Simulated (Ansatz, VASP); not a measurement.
# One calculation of SnO, two programs

```
Sn O
1.0
     3.34858   -0.09301   -0.16406
    -0.15730    5.88686   -0.11608
    -0.20645   -0.08637    3.82554
Sn O
2 2
Cartesian
  -0.1245 1.3911 1.9277
  1.5949 4.4688 -0.1277
  -0.2981 5.2008 2.6741
  1.5520 0.4906 0.8680
```

Change from the starting cell: all atoms moved at random (sigma 0.06 Å a component), cell strained at random (sigma 0.05).

Alike in both runs: task single point; functional r2SCAN; k mesh 8 × 6 × 6; occupations gaussian, width 0.05 eV; no spin polarisation.

|  | VASP | Ansatz |
| --- | --- | --- |
| version | VASP 6.6.1 | Ansatz 0.2.0 |
| potentials or method | VASP PAW PBE potentials, release 64 (Sn_d, O), cutoff 520 eV | scalar-relativistic, plane waves, PAW |
| valence electrons in the cell | 40 | 40 |

```csv
,VASP,Ansatz,Ansatz less VASP
gap on the k mesh at the Fermi level (eV),1.47,1.48,+0.010
least direct gap on the mesh (eV),2.36,2.37,+0.011
pressure (GPa),-0.2,-0.7,-0.47
"traceless stress, the component that is largest in VASP (GPa)",4.09,4.05,-0.041
rms of the force components (eV/Å),0.446,0.473,+0.0273
```

VASP's potentials were made for PBE, not for r2SCAN. Atom by atom the forces differ by 0.058 eV/Å (rms over components).
